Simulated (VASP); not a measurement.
Here is a VASP 6.6.1 calculation.

Contents of INCAR:

```
  PREC = Accurate
  ENCUT = 520
  EDIFF = 1E-6
  ISMEAR = -1
  SIGMA = 0.1
  LREAL = F
  LASPH = T
  NELM = 100
  ALGO = Normal
  ISIF = 2
  LWAVE = F
  LCHARG = F
  GGA = CA
  NBANDS = 13
```

The input KPOINTS:

```
Automatic mesh
0
Gamma
  8 8 8
```

Contents of POSCAR:

```
W
1.0
    0.0000000000      2.0300000000      2.0300000000
    2.0300000000      0.0000000000      2.0300000000
    2.0300000000      2.0300000000      0.0000000000
W
1
Direct
    0.0000000000      0.0000000000      0.0000000000
```

Potentials or basis: VASP PAW LDA potentials, release 64 (W_sv).

Run with:

```console
$ cat potpaw_LDA.64/W_sv/POTCAR > POTCAR
$ mpirun -np 1 vasp_std > vasp.out
```

(1) Predict the pressure.

(2) What does it give for the band gap on the k mesh?

Answers

(1) -16.0 GPa.

(2) zero (band 7 reaches 13.17 eV, above the bottom of band 8 at 9.52 eV).

Caveat: spin-orbit coupling is left out, which moves the levels of the heavy elements.
